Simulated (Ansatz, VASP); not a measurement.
## Two plane-wave programs on HfSBr

```xyz
6
Lattice="3.8695 0.0000 0.0000 0.0000 3.8695 0.0000 0.0000 0.0000 8.5107" Properties=species:S:1:pos:R:3 pbc="T T T"
Br    0.0000    0.0000    0.0000
Br    1.9347    1.9347    0.0000
Hf    0.0000    1.9347    2.3404
Hf    1.9347    0.0000    6.1702
S     0.0000    1.9347    5.2511
S     1.9347    0.0000    3.2596
```

Alike in both runs: task single point; functional r2SCAN; k mesh 5 × 5 × 2; no spin polarisation.

|  | VASP | Ansatz |
| --- | --- | --- |
| version | VASP 6.6.1 | Ansatz 0.2.0 |
| potentials or method | VASP PAW PBE potentials, release 64 (Br, Hf_pv, S), cutoff 520 eV | PAW plane waves |
| occupations | fermi-dirac, width 0.1 eV | fermi-dirac |
| valence electrons in the cell | 46 | 78 |

|  | VASP | Ansatz | Ansatz less VASP |
| --- | --- | --- | --- |
| gap on the k mesh at the Fermi level (eV) | none | none | - |
| pressure (GPa) | -2.7 | -2.1 | +0.55 |
| traceless stress, the component that is largest in VASP (GPa) | -16.29 | -16.26 | +0.029 |
| rms of the force components (eV/Å) | 0.360 | 0.359 | -0.0006 |

VASP's potentials were made for PBE, not for r2SCAN. Atom by atom the forces differ by 0.003 eV/Å (rms over components). A gap of «none» marks a metal or a gap that the smearing closes. VASP's potentials hold 46 valence electrons a cell and Ansatz's 78, so a difference there can come from the potentials and not from the codes.

The k mesh is coarse, so the values compare programs but aren't converged. Spin-orbit coupling is off throughout.
